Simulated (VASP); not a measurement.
Wanted: the native input for a VASP 6.6.1 run.

```yaml
Task: relaxation of cell and atoms
Functional: PBE
Potentials_or_basis: VASP PAW PBE potentials, release 64 (K_sv, F)
Cutoff: 600 eV
k_mesh: 4 × 4 × 1
Occupations: gaussian, width 0.15 eV
Spin: no spin polarisation
Dipole_correction: no
Further_INCAR_settings: ALGO = Normal; EDIFF = 1e-06; IBRION = 2; EDIFFG = -0.08; NSW = 36; ISIF = 3
```

The structure of KF lies in POSCAR:

```
KF
1.0
    3.9586029800      0.0000000000      0.0000000000
   -1.9793014900      3.4282507400      0.0000000000
    0.0000000000      0.0000000000     13.1428443900
K F
4 4
Direct
    0.3333333300      0.6666666700      0.2500000000
    0.6666666700      0.3333333300      0.7500000000
    0.0000000000      0.0000000000      0.0000000000
    0.0000000000      0.0000000000      0.5000000000
    0.3333333300      0.6666666700      0.6183000200
    0.6666666700      0.3333333300      0.1183000200
    0.3333333300      0.6666666700      0.8816999800
    0.6666666700      0.3333333300      0.3816999800
```

The cell was generated, and may not be a known phase.

These files were run (other wordings do the same):

INCAR

```
PREC = Accurate
ENCUT = 600
EDIFF = 1E-6
ISMEAR = 0
SIGMA = 0.15
LREAL = F
LASPH = T
NELM = 80
ALGO = Normal
ISIF = 3
LWAVE = F
LCHARG = F
GGA = PE
IBRION = 2
NSW = 36
EDIFFG = -0.08
```

KPOINTS

```
regular mesh
0
Gamma
  4 4 1
```

Potentials or basis: VASP PAW PBE potentials, release 64 (K_sv, F).

Launch:

```console
$ cat potpaw_PBE.64/K_sv/POTCAR potpaw_PBE.64/F/POTCAR > POTCAR
$ mpirun -np 1 vasp_std > vasp.out
```

It gave:

```yaml
Relaxed_volume: 19.81 Å³/atom
Relaxed_cell: a = 3.781 Å, b = 3.781 Å, c = 12.796 Å, α = 90.00°, β = 90.00°, γ = 120.00°
Space_group_after_relaxing_to_0.1_Å: P6_3/mmc (No. 194)
Energy_gained_by_relaxing: 25.6 meV/atom
Ionic_steps: 6
Pressure_after_relaxing: 0.1 GPa
Largest_force_after_relaxing: 0.015 eV/Å
Band_gap_on_the_k_mesh: 5.74 eV
```

Caveat: the k points lie up to 0.49 Å⁻¹ apart in the final cell.

It took 4.6 min on 1 thread of Oxide Virtual Turin-like Processor, on a shared host, peak memory 0.3 GiB.
